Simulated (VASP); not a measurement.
# ZrC2 (P4/nmm) in VASP: further runs

The runs below take ZrC2 through single point, relaxation of cell and atoms, with PBE.

Everything below comes from runs of VASP 6.6.1. Logs are shortened: lines on timing, memory, paths and dates and some standing lists are left out, and cuts for length are marked.

## (1) The cell of the first run

The structure is tetragonal, space group P4/nmm (No. 129). Conventional cell: a = 3.204 Å, b = 3.204 Å, c = 6.430 Å, α = 90.00°, β = 90.00°, γ = 90.00°. Within 3.0 Å of Zr (site symmetry 4mm) lie 9 C at 2.29 to 2.46 Å. Within 3.0 Å of C (site symmetry 4mm) lie 5 Zr at 2.29 to 2.34 Å and 4 C at 2.74 Å. C (site symmetry -4m2) has 8 C at 2.27 to 2.74 Å and 4 Zr at 2.46 Å within 3.0 Å.

## (2) Single point, PBE

Input file INCAR:

```
ALGO = Normal
EDIFF = 1E-6
ENCUT = 520
GGA = PE
ISIF = 2
ISMEAR = 0
LASPH = True
LCHARG = True
LELF = True
LREAL = False
LVHAR = True
LWAVE = False
NBANDS = 29
NELM = 100
PREC = Accurate
SIGMA = 0.1
```

Input file KPOINTS:

```
k-points
0
Gamma
  12 12 6
```

Input file POSCAR:

```
ZrC2
1.0
    3.2042824202      0.0000000000      0.0000000000
    0.0000000000      3.2042824202      0.0000000000
    0.0000000000      0.0000000000      6.4301609841
Zr C
2 4
Direct
    0.0000000000      0.5000000000      0.7099124282
    0.5000000000      0.0000000000      0.2900875718
    0.0000000000      0.5000000000      0.3452869121
    0.5000000000      0.0000000000      0.6547130879
    0.0000000000      0.0000000000      0.0000000000
    0.5000000000      0.5000000000      0.0000000000
```

Potentials or basis: VASP PAW PBE potentials, release 64 (Zr_sv, C).

Started as:

```console
> cat potpaw_PBE.64/Zr_sv/POTCAR potpaw_PBE.64/C/POTCAR > POTCAR
> mpirun -np 1 vasp_std > vasp.out
```

OUTCAR:

```text
EDIFF = 1E-6
   ENCUT = 520
   GGA = PE
   ISIF = 2
   ISMEAR = 0
   LASPH = True
   LREAL = False
   NELM = 100
   PREC = Accurate

 ion  position               nearest neighbor table
   1  0.000  0.500  0.710-   4 2.29   4 2.29   4 2.29   4 2.29   3 2.34   5 2.46   6 2.46   6 2.46
                             5 2.46   2 3.52   2 3.52   2 3.52   2 3.52
   2  0.500  0.000  0.290-   3 2.29   3 2.29   3 2.29   3 2.29   4 2.34   6 2.46   6 2.46   5 2.46
                             5 2.46   1 3.52   1 3.52   1 3.52   1 3.52
   3  0.000  0.500  0.345-   2 2.29   2 2.29   2 2.29   2 2.29   1 2.34
   4  0.500  0.000  0.655-   1 2.29   1 2.29   1 2.29   1 2.29   2 2.34
   5  0.000  0.000  0.000-   1 2.46   2 2.46   1 2.46   2 2.46
   6  0.500  0.500  0.000-   1 2.46   2 2.46   2 2.46   1 2.46

  LATTYP: Found a simple tetragonal cell.
 ALAT       =     3.2042824202
 C/A-ratio  =     2.0067397754

  Lattice vectors:

 A1 = (   3.2042824202,   0.0000000000,   0.0000000000)
 A2 = (   0.0000000000,   3.2042824202,   0.0000000000)
 A3 = (   0.0000000000,   0.0000000000,   6.4301609841)

Analysis of symmetry for initial positions (statically):
=====================================================================
 Subroutine PRICEL returns:
 Original cell was already a primitive cell.

 Routine SETGRP: Setting up the symmetry group for a
 simple tetragonal supercell.

 Subroutine GETGRP returns: Found 16 space group operations
 (whereof  8 operations were pure point group operations)
 out of a pool of 16 trial point group operations.

The static configuration has the point symmetry D_2d.
 The point group associated with its full space group is D_4h.

Analysis of symmetry for dynamics (positions and initial velocities):
=====================================================================
 Subroutine PRICEL returns:
 Original cell was already a primitive cell.

 Routine SETGRP: Setting up the symmetry group for a
 simple tetragonal supercell.

 Subroutine GETGRP returns: Found 16 space group operations
 (whereof  8 operations were pure point group operations)
 out of a pool of 16 trial point group operations.

The dynamic configuration has the point symmetry D_2d.
 The point group associated with its full space group is D_4h.

 Subroutine INISYM returns: Found 16 space group operations
 (whereof  8 operations are pure point group operations),
 and found     1 'primitive' translations

----------------------------------------------------------------------------------------

                                     Primitive cell

  volume of cell :      66.0212

  direct lattice vectors                    reciprocal lattice vectors
     3.204282420  0.000000000  0.000000000     0.312082354  0.000000000  0.000000000
     0.000000000  3.204282420  0.000000000     0.000000000  0.312082354  0.000000000
     0.000000000  0.000000000  6.430160984     0.000000000  0.000000000  0.155517102

  length of vectors
     3.204282420  3.204282420  6.430160984     0.312082354  0.312082354  0.155517102

  position of ions in fractional coordinates (direct lattice)
     0.000000000  0.500000000  0.709912428
     0.500000000  0.000000000  0.290087572
     0.000000000  0.500000000  0.345286912
     0.500000000  0.000000000  0.654713088
     0.000000000  0.000000000  0.000000000
     0.500000000  0.500000000  0.000000000

  ion indices of the primitive-cell ions
   primitive index   ion index
                 1           1
                 2           2
                 3           3
                 4           4
                 5           5
                 6           6

----------------------------------------------------------------------------------------

 KPOINTS: k-points

Automatic generation of k-mesh.
 Grid dimensions read from file:
 generate k-points for:   12   12    6

 Generating k-lattice:

  Cartesian coordinates                     Fractional coordinates (reciprocal lattice)
     0.026006863  0.000000000  0.000000000     0.083333333  0.000000000  0.000000000
     0.000000000  0.026006863  0.000000000     0.000000000  0.083333333  0.000000000
     0.000000000  0.000000000  0.025919517     0.000000000  0.000000000  0.166666667

  Length of vectors
     0.026006863  0.026006863  0.025919517

  Shift w.r.t. Gamma in fractional coordinates (k-lattice)
     0.000000000  0.000000000  0.000000000

 Subroutine IBZKPT returns following result:
 ===========================================

 Found    112 irreducible k-points:

 Following reciprocal coordinates:
            Coordinates               Weight
  0.000000  0.000000  0.000000      1.000000
  0.083333  0.000000  0.000000      4.000000
  0.166667  0.000000  0.000000      4.000000
  0.250000  0.000000  0.000000      4.000000
  0.333333  0.000000  0.000000      4.000000
  0.416667  0.000000  0.000000      4.000000
[... 16 lines left out ...]
  0.333333  0.333333  0.000000      4.000000
  0.416667  0.333333  0.000000      8.000000
 [... further k-points ...]
   k-points           NKPTS =    112   k-points in BZ     NKDIM =    112   number of bands    NBANDS=     29
   number of dos      NEDOS =    301   number of ions     NIONS =      6
   total plane-waves  NPLWV =  27648
   dimension x,y,z NGX =    24 NGY =   24 NGZ =   48
   dimension x,y,z NGXF=    48 NGYF=   48 NGZF=   96
   ions per type =               2   4
   NGX,Y,Z   is equivalent  to a cutoff of  12.45, 12.45, 12.41 a.u.
   NGXF,Y,Z  is equivalent  to a cutoff of  24.90, 24.90, 24.82 a.u.
 SYSTEM =  unknown system
   PREC   = accura    normal or accurate (medium, high low for compatibility)
   ISTART =      0    job   : 0-new  1-cont  2-samecut
   ICHARG =      2    charge: 1-file 2-atom 10-const
   ISPIN  =      1    spin polarized calculation?
   LNONCOLLINEAR =      F non collinear calculations
   LSORBIT =      F    spin-orbit coupling
   LASPH  =      T    aspherical Exc in radial PAW
   ENCUT  =  520.0 eV  38.22 Ry    6.18 a.u.   5.96  5.96 11.96*2*pi/ulx,y,z
   NELM   =    100;   NELMIN=  2; NELMDL= -5     # of ELM steps
   EDIFF  = 0.1E-05   stopping-criterion for ELM
   LREAL  =      F    real-space projection
   EDIFFG = 0.1E-04   stopping-criterion for IOM
   NSW    =      0    number of steps for IOM
   IBRION =     -1    ionic relax: 0-MD 1-quasi-New 2-CG
   NFREE  =      0    steps in history (QN), initial steepest desc. (CG)
   ISIF   =      2    stress and relaxation
   ISYM   =      2    0-nonsym 1-usesym 2-fastsym
   POTIM  = 0.5000    time-step for ionic-motion
   TEBEG  =    0.0;   TEEND  =   0.0 temperature during run
   PSTRESS=    0.0 pullay stress
   NELECT =      40.0000    total number of electrons
   NUPDOWN=      -1.0000    fix difference up-down
   EMIN   =  10.00;   EMAX   =-10.00  energy-range for DOS
[... 5 lines left out ...]
     AMIX     =   0.40;   BMIX     =  1.00
     AMIX_MAG =   1.60;   BMIX_MAG =  1.00
  volume/ion in A,a.u.               =      11.00        74.26
  Fermi-wavevector in a.u.,A,eV,Ry     =   1.385268  2.617776 26.109123  1.918966
  Thomas-Fermi vector in A             =   2.509694
   LORBIT       =      0    0 simple, 1 ext, 2 COOP (PROOUT), +10 PAW based schemes
   GGA     = PE    functional components
   LHFCALC =     F    Hartree Fock is set to
   AEXX    =    0.0000 exact exchange contribution
   IVDW    =     0    specifies the selected vdW correction
   LEPSILON=     F    determine dielectric tensor
   LRPA    =     F    only Hartree local field effects (RPA)
 non-spin polarized calculation
 Gauss-broadening in eV      SIGMA  =   0.10
  energy-cutoff  :      520.00
  volume of cell :       66.02
 maximum number of plane-waves:      1808
 NGX is ok and might be reduce to    24
   NGX = 11   NGY = 11   NGZ = 23

 number of electron      39.9999999 magnetization

 Free energy of the ion-electron system (eV)
  ---------------------------------------------------
  ext. energy  EPLUGINS =         0.00000000
  ---------------------------------------------------
  free energy    TOTEN  =       -48.51182981 eV

  energy without entropy =      -48.49434678  energy(sigma->0) =      -48.50308829

 E-fermi :   8.7930     XC(G=0): -12.2850

 val. band max:        8.7805191570   @ k =   0.4167   0.0833   0.3333
 cond. band min:       8.7959270526   @ k =   0.0833   0.0833   0.5000
 fundamental gap:      0.0154078955
 Fermi energy:         8.7930122441

 k-point     1 :       0.0000    0.0000    0.0000
  band No.  band energies     occupation
      1     -38.9360      2.00000
      2     -38.8972      2.00000
      3     -17.3878      2.00000
      4     -16.9871      2.00000
      5     -16.8230      2.00000
      6     -16.8230      2.00000
[... 21 lines left out ...]
     28      13.4045      0.00000
     29      14.4539      0.00000

 k-point     2 :       0.0833    0.0000    0.0000
  band No.  band energies     occupation
      1     -38.9317      2.00000
      2     -38.8942      2.00000
      3     -17.3764      2.00000
      4     -16.9950      2.00000
      5     -16.8624      2.00000
      6     -16.8158      2.00000
[... 21 lines left out ...]
     28      13.5189      0.00000
     29      14.1408      0.00000

 k-point     3 :       0.1667    0.0000    0.0000
  band No.  band energies     occupation
      1     -38.9198      2.00000
      2     -38.8861      2.00000
      3     -17.3453      2.00000
      4     -17.0500      2.00000
      5     -16.9354      2.00000
      6     -16.9220      2.00000
[... 21 lines left out ...]
     28      13.7713      0.00000
     29      14.2913      0.00000

 k-point     4 :       0.2500    0.0000    0.0000
  band No.  band energies     occupation
      1     -38.9030      2.00000
      2     -38.8754      2.00000
      3     -17.3101      2.00000
      4     -17.1922      2.00000
      5     -17.0829      2.00000
      6     -16.9672      2.00000
[... 597 lines left out ...]
     28      15.0450      0.00000
     29      15.5101      0.00000

 k-point    23 :       0.3333    0.3333    0.0000
  band No.  band energies     occupation
      1     -38.8400      2.00000
      2     -38.8301      2.00000
      3     -17.2826      2.00000
      4     -17.2520      2.00000
      5     -17.1969      2.00000
      6     -17.1267      2.00000
[... 21 lines left out ...]
     28      15.4394      0.00000
     29      15.4989      0.00000

 k-point    24 :       0.4167    0.3333    0.0000
  band No.  band energies     occupation
      1     -38.8277      2.00000
      2     -38.8226      2.00000
      3     -17.3483      2.00000
      4     -17.3425      2.00000
      5     -17.1762      2.00000
      6     -17.1466      2.00000
[... 21 lines left out ...]
     28      15.5017      0.00000
     29      15.6774      0.00000

 [... further k-points ...]

------------------------ aborting loop because EDIFF is reached ----------------------------------------

  FORCE on cell =-STRESS in cart. coord.  units (eV):
  Direction    XX          YY          ZZ          XY          YZ          ZX
  --------------------------------------------------------------------------------------
  -------------------------------------------------------------------------------------
  Total        0.0985281      0.0985281      0.0931639      0.0000000      0.0000000      0.0000000
  in kB        2.3910434      2.3910434      2.2608654      0.0000000      0.0000000      0.0000000
  external PRESSURE =       2.3476507 kB  Pullay stress =       0.0000000 kB

 VOLUME and BASIS-vectors are now :
 -----------------------------------------------------------------------------
  energy-cutoff  :      520.00
  volume of cell :       66.02
      direct lattice vectors                 reciprocal lattice vectors
     3.204282420  0.000000000  0.000000000     0.312082354  0.000000000  0.000000000
     0.000000000  3.204282420  0.000000000     0.000000000  0.312082354  0.000000000
     0.000000000  0.000000000  6.430160984     0.000000000  0.000000000  0.155517102

 POSITION                                       TOTAL-FORCE (eV/Angst)
 -----------------------------------------------------------------------------------
      0.00000      1.60214      4.56485        -0.000000      0.000000      0.000901
      1.60214      0.00000      1.86531         0.000000      0.000000     -0.000901
      0.00000      1.60214      2.22025        -0.000000      0.000000      0.000404
      1.60214      0.00000      4.20991         0.000000      0.000000     -0.000404
      0.00000      0.00000      0.00000        -0.000000     -0.000000      0.000000
      1.60214      1.60214      0.00000        -0.000000      0.000000      0.000000
 -----------------------------------------------------------------------------------
    total drift:                                0.000000     -0.000000      0.000000

  FREE ENERGIE OF THE ION-ELECTRON SYSTEM (eV)
  ---------------------------------------------------
  free  energy   TOTEN  =       -48.5118298095 eV

  energy  without entropy=      -48.4943467757  energy(sigma->0) =      -48.50308829
```

It took 1.7 min on 1 thread of AMD EPYC 9R45 (Zen 5), shared host; peak memory 0.27 GiB.

What came out:

| Property | Result |
| --- | --- |
| Free energy | -48.5118 eV |
| Pressure | 0.2 GPa |
| Band gap on the k mesh | zero (band 20 reaches 9.88 eV, above the bottom of band 21 at 8.63 eV) |

## (3) Relaxation of cell and atoms, PBE

Input file INCAR:

```
ALGO = Normal
EDIFF = 1E-7
EDIFFG = -0.01
ENCUT = 600
GGA = PE
IBRION = 2
ISIF = 3
ISMEAR = 0
LASPH = True
LCHARG = False
LREAL = False
LWAVE = False
NELM = 100
NSW = 100
PREC = Accurate
SIGMA = 0.1
```

KPOINTS is that of step 2.

Input file POSCAR:

```
ZrC2
1.0
    3.2147475156      0.0000000000      0.0000000000
    0.0000000000      3.2147475156      0.0000000000
    0.0000000000      0.0000000000      6.3847318866
Zr C
2 4
Direct
    0.0000000000      0.5000000000      0.7102284973
    0.5000000000      0.0000000000      0.2897715027
    0.0000000000      0.5000000000      0.3426295992
    0.5000000000      0.0000000000      0.6573704008
    0.0000000000      0.0000000000      0.0000000000
    0.5000000000      0.5000000000      0.0000000000
```

Potentials or basis: VASP PAW PBE potentials, release 64 (Zr_sv, C).

Started as:

```console
> cat potpaw_PBE.64/Zr_sv/POTCAR potpaw_PBE.64/C/POTCAR > POTCAR
> mpirun -np 1 vasp_std > vasp.out
```

Wall time 7.7 min (1 thread of AMD EPYC 9R45 (Zen 5), shared host); peak memory 0.3 GiB.

Results (log left out):

* Free energy: -48.5137 eV
* Relaxed volume: 11.02 Å³/atom
* Relaxed cell: a = 3.206 Å, b = 3.206 Å, c = 6.430 Å, α = 90.00°, β = 90.00°, γ = 90.00°
* Space group after relaxing (to 0.05 Å): P4/nmm (No. 129)
* Energy gained by relaxing: 0.5 meV/atom
* Ionic steps: 5
* Pressure after relaxing: -0.1 GPa
* Largest force after relaxing: 0.008 eV/Å
* Band gap on the k mesh: zero (band 20 reaches 9.87 eV, above the bottom of band 21 at 8.61 eV)

Forces in eV/Å, atoms in the order of the input:
```
Zr   0.000  0.000 -0.008
Zr   0.000  0.000  0.008
C    0.000  0.000  0.002
C    0.000  0.000 -0.002
C    0.000  0.000  0.000
C    0.000  0.000  0.000
```

Stress tensor (GPa, compression positive):
```
-0.13  0.00  0.00
 0.00 -0.13  0.00
 0.00  0.00 -0.02
```

Step by step:
```
step  energy change (eV)  largest force (eV/Å)  pressure (GPa)  volume (Å³)
   1              0.0000                0.0758            0.07        65.98
   2             -0.0019                0.0706            0.03        66.03
   3             -0.0022                0.0728            0.01        66.06
   4             -0.0028                0.0420           -0.04        66.07
   5             -0.0032                0.0084           -0.10        66.10
```

Final structure:
```
Zr C
1.0
     3.20605    0.00000    0.00000
     0.00000    3.20605    0.00000
     0.00000    0.00000    6.43045
Zr C
2 4
Direct
  0.00000 0.50000 0.70999
  0.50000 0.00000 0.29001
  0.00000 0.50000 0.34516
  0.50000 0.00000 0.65484
  0.00000 0.00000 0.00000
  0.50000 0.50000 0.00000
```

Levels at points of the mesh, in eV from the Fermi level:
```tsv
k point	band 17	band 18	band 19	band 20	band 21	band 22	band 23	band 24
(0.00, 0.00, 0.00)	-1.78	-0.59	-0.59	0.35	1.06	1.06	2.56	3.54
(0.50, 0.00, 0.00)	-2.13	-2.13	-0.14	-0.14	0.83	0.83	1.41	1.41
(0.50, 0.50, 0.00)	-2.16	-2.16	-1.30	-1.30	0.27	0.27	4.75	4.75
(0.00, 0.00, 0.50)	-1.14	-0.76	-0.76	0.85	1.18	1.18	1.38	3.64
(0.50, 0.00, 0.50)	-2.60	-2.60	-0.07	-0.07	0.23	0.23	2.16	2.16
(0.50, 0.50, 0.50)	-1.97	-1.97	-0.06	-0.06	0.11	0.11	5.51	5.51
```

[end of part 1 of 2]
